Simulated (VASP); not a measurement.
**GaN: G0W0 quasiparticle levels with PBE**

Crystal: GaN.

```
CELL_PARAMETERS angstrom
0.00000 2.24895 2.24895
2.24895 0.00000 2.24895
2.24895 2.24895 0.00000
ATOMIC_POSITIONS crystal
Ga 0.00000 0.00000 0.00000
N 0.25000 0.25000 0.25000
```

* Program: VASP 6.6.1
* Task: G0W0 quasiparticle levels
* Functional: PBE
* Potentials or basis: VASP PAW PBE potentials, release 64 (Ga_d_GW, N_GW)
* Cutoff: 500 eV
* k mesh: 6 × 6 × 6
* Occupations: gaussian, width 0.01 eV
* Spin: no spin polarisation
* Dipole correction: no
* GW scheme: G0W0
* GW iterations: 1
* Cutoff of the response function: 100
* Frequency points: 96
* Empty bands: 51
* Further INCAR settings: ALGO = EVGW0; EDIFF = 1e-08; NBANDS = 60

The quasiparticle gap is 2.85 eV, the least direct quasiparticle gap is 2.85 eV and the band gap of the starting levels on the mesh is 1.77 eV. The least direct gap of the starting levels on the mesh is 1.77 eV.

It took 3 min on 1 thread of Intel(R) Xeon(R) Platinum 8488C (Sapphire Rapids), on a shared host, peak memory 0.33 GiB.

Caveat: the k points lie up to 0.40 Å⁻¹ apart; bands, screening cutoff and mesh are small and nothing is extrapolated, so the quasiparticle values aren't converged; the structure was generated, so it needn't be the stable form of GaN.
